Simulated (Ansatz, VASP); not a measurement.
Two plane-wave programs on LiSe2

INCAR

```
ALGO = Normal ; EDIFF = 1E-7
EDIFFG = -0.04 ; ENCUT = 600
GGA = PE ; IBRION = 2
ISIF = 3 ; ISMEAR = 0
LASPH = T ; LCHARG = F
LREAL = F ; LWAVE = F
NELM = 60 ; NSW = 90
PREC = Accurate ; SIGMA = 0.1
```

Contents of KPOINTS:

```
k-points
0
Gamma
  6 6 6
```

POSCAR

```
LiSe2
1.0
    1.6486887957      0.9518709200      6.3834734656
   -1.6486887957      0.9518709200      6.3834734656
    0.0000000000     -1.9037418400      6.3834734656
Li Se
1 2
Direct
    0.0000000000      0.0000000000      0.0000000000
    0.7484000000      0.7484000000      0.7484000000
    0.5849000000      0.5849000000      0.5849000000
```

Input for Ansatz:

```yaml
crystal:
  lattice:
    - [1.6486887957, 0.95187092, 6.3834734656]
    - [-1.6486887957, 0.95187092, 6.3834734656]
    - [0.0, -1.90374184, 6.3834734656]
  atoms:
    - { symbol: Li, position: [0.0, 0.0, 0.0] }
    - { symbol: Se, position: [0.7484, 0.7484, 0.7484] }
    - { symbol: Se, position: [0.5849, 0.5849, 0.5849] }
basis:
  ecutwfc: 420
kpoints:
  mp_grid: { grid: [6, 6, 6] }
hamiltonian:
  xc: pbe
scf:
  occupations: { method: gaussian, width: 0.1 }
  lower_state_search: "off"
output:
  forces: true
  stress: true
  eigenvalues: true
relax:
  adjacent_minimum: "off"
  f_tol: 0.04
  max_steps: 70
  cell: { stress_tol: 0.4 }
```

Alike in both runs: task relaxation of cell and atoms; functional PBE; k mesh 6 × 6 × 6; occupations gaussian, width 0.1 eV; no spin polarisation.

|  | VASP | Ansatz |
| --- | --- | --- |
| version | VASP 6.6.1 | Ansatz 0.2.0 |
| potentials or method | VASP PAW PBE potentials, release 64 (Li_sv, Se), cutoff 600 eV | scalar-relativistic, plane waves, PAW |
| valence electrons in the cell | 15 | 35 |

```csv
,VASP,Ansatz,Ansatz less VASP
"gap on the k mesh at the Fermi level, each at its own relaxed structure (eV)",none,none,-
relaxed volume (Å³/atom),22.98,23.01,+0.032
relaxed cell length with the largest relative difference (Å),5.343,5.319,-0.0241
```

A gap of «none» marks a metal or a gap that the smearing closes. VASP's potentials hold 15 valence electrons a cell and Ansatz's 35, so a difference there can come from the potentials and not from the codes.

The k mesh is coarse, so the values compare programs but aren't converged. Noted on VASP's run: the cutoff is short for stress, so the pressure is rough.
